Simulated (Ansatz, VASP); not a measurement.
**MgO: VASP beside Ansatz**

File INCAR:

```
PREC     = Accurate       # precision mode
ENCUT    = 520            # plane-wave cutoff, eV
EDIFF    = 1E-6           # SCF threshold, eV
ISMEAR   = 0              # smearing method
SIGMA    = 0.05           # smearing width, eV
LREAL    = False          # projectors in reciprocal space
LASPH    = True           # aspherical terms in the spheres
NELM     = 80             # most SCF steps
ALGO     = Normal         # electronic algorithm
ISIF     = 2              # what is computed and relaxed
LWAVE    = False          # write WAVECAR
LCHARG   = True           # write CHGCAR
GGA      = PS             # functional
LELF     = True           # ELF
LVHAR    = True         
NBANDS   = 11             # bands
```

The input KPOINTS:

```
Automatic mesh
0
Gamma
  10 10 10
```

The input POSCAR:

```
MgO
1.0
   -0.6662000203      1.8320500557      1.8320500557
    1.8320500557     -0.6662000203      1.8320500557
    1.8320500557      1.8320500557     -0.6662000203
Mg O
1 1
Direct
    0.0000000000      0.0000000000      0.0000000000
    0.5000000000      0.5000000000      0.5000000000
```

Input for Ansatz:

```yaml
crystal:
  lattice:
    - [-0.6662000203, 1.8320500557, 1.8320500557]
    - [1.8320500557, -0.6662000203, 1.8320500557]
    - [1.8320500557, 1.8320500557, -0.6662000203]
  atoms:
    - { symbol: Mg, position: [0.0, 0.0, 0.0] }
    - { symbol: O, position: [0.5, 0.5, 0.5] }
basis:
  ecutwfc: 420
kpoints:
  mp_grid: { grid: [10, 10, 10] }
hamiltonian:
  xc: pbesol
scf:
  occupations: { method: gaussian, width: 0.05 }
output:
  forces: true
  stress: true
  eigenvalues: true
```

Alike in both runs: task single point; functional PBEsol; k mesh 10 × 10 × 10; occupations gaussian, width 0.05 eV; no spin polarisation.

```csv
,VASP,Ansatz
version,VASP 6.6.1,Ansatz 0.2.0
potentials or method,"VASP PAW PBE potentials, release 64 (Mg, O), cutoff 520 eV","scalar-relativistic, plane waves, PAW"
valence electrons in the cell,8,16
```

```csv
,VASP,Ansatz,Ansatz less VASP
gap on the k mesh at the Fermi level (eV),2.61,2.62,+0.002
least direct gap on the mesh (eV),2.79,2.79,+0.002
pressure (GPa),-2.4,-1.9,+0.54
"traceless stress, the component that is largest in VASP (GPa)",8.77,8.72,-0.053
```

VASP's potentials were made for PBE, not for PBEsol. The functional is the same, so the differences come from potentials, cutoffs and numerics. VASP's potentials hold 8 valence electrons a cell and Ansatz's 16, so a difference there can come from the potentials and not from the codes.
